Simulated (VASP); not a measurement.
Crystal: Mo.

```
Mo
1.0
     3.90941    0.00000    0.00000
     0.00000    6.48111    0.00000
     0.00000    0.00000    2.91498
Mo
4
Cartesian
  0.0801 1.6203 1.8504
  3.8293 4.8608 1.0645
  1.8746 4.8608 0.3929
  2.0348 1.6203 2.5220
```

```yaml
Program: VASP 6.6.1
Task: relaxation of cell and atoms
Functional: PBE
Potentials_or_basis: VASP PAW PBE potentials, release 64 (Mo_sv)
Cutoff: 600 eV
k_mesh: 4 × 4 × 6
Occupations: gaussian, width 0.1 eV
Spin: no spin polarisation
```

At the start: pressure 37.1 GPa; volume 18.46 Å³/atom.

**Question.** Where does the relaxation end?

**Answer.** Over 32 steps the energy falls by 2338.0 meV/atom and the volume is 16.03 Å³/atom (-13.2 %); space group Pnma (No. 62, to 0.05 Å).

The path:
| step | energy change (eV) | largest force (eV/Å) | pressure (GPa) | volume (Å³) |
| --- | --- | --- | --- | --- |
| 1 | 0.0000 | 4.7810 | 37.07 | 73.86 |
| 2 | 0.9441 | 0.1841 | -34.96 | 114.57 |
| 3 | -0.7226 | 0.1993 | -35.53 | 105.93 |
| 4 | -2.0668 | 0.3198 | -34.87 | 99.33 |
| 5 | -4.1812 | 0.6475 | -23.58 | 87.03 |
| 6 | -3.9170 | 0.9413 | -5.06 | 80.55 |
| 7 | -4.3015 | 0.3484 | -19.25 | 85.00 |
| 8 | -4.3076 | 0.2341 | -17.53 | 84.30 |
| 9 | -6.6222 | 0.6925 | 11.00 | 65.16 |
| 10 | -6.6231 | 0.6831 | 10.42 | 65.33 |
| 11 | -6.9798 | 1.2190 | 9.70 | 64.99 |
| 12 | -7.1065 | 0.9960 | 7.57 | 65.27 |
| 13 | -7.2186 | 1.0346 | -10.61 | 71.18 |
| 14 | -7.2599 | 1.0519 | -5.01 | 69.12 |
| 15 | -7.5208 | 1.2917 | -6.08 | 69.09 |
| 16 | -8.2941 | 1.3383 | -7.89 | 68.79 |
| 17 | -8.0506 | 0.1781 | -2.63 | 67.33 |
| 18 | -8.4630 | 0.4992 | -6.86 | 68.25 |
| 19 | -8.6119 | 0.2458 | -3.84 | 66.89 |
| 20 | -8.7033 | 0.1354 | 1.34 | 64.97 |
| 21 | -8.9015 | 0.2469 | -0.82 | 65.17 |
| 22 | -9.2648 | 0.3302 | -4.85 | 65.53 |
| 23 | -9.2858 | 0.3187 | -5.15 | 65.56 |
| 24 | -9.3077 | 0.3084 | 2.32 | 63.54 |
| 25 | -9.3124 | 0.3144 | -0.01 | 64.13 |
| 26 | -9.3224 | 0.2833 | 0.29 | 64.05 |
| 27 | -9.3392 | 0.1860 | 1.21 | 63.80 |
| 28 | -9.3406 | 0.1474 | 1.60 | 63.70 |
| 29 | -9.3471 | 0.0902 | -0.42 | 64.22 |
| 30 | -9.3473 | 0.0780 | -0.87 | 64.35 |
| 31 | -9.3509 | 0.0427 | -0.43 | 64.22 |
| 32 | -9.3518 | 0.0197 | -0.01 | 64.11 |

Final structure:
```cif
data_structure
_symmetry_space_group_name_H-M 'P 1'
_symmetry_Int_Tables_number 1
_cell_length_a 5.2102
_cell_length_b 4.6622
_cell_length_c 2.6394
_cell_angle_alpha 90.000
_cell_angle_beta 90.000
_cell_angle_gamma 90.000
_cell_volume 64.11
loop_
_atom_site_label
_atom_site_type_symbol
_atom_site_fract_x
_atom_site_fract_y
_atom_site_fract_z
_atom_site_occupancy
Mo1 Mo 0.12664 0.25000 0.64019 1
Mo2 Mo 0.87336 0.75000 0.35980 1
Mo3 Mo 0.37336 0.75000 0.14020 1
Mo4 Mo 0.62664 0.25000 0.85981 1
```

Caveat: the k points lie up to 0.40 Å⁻¹ apart in the final cell.
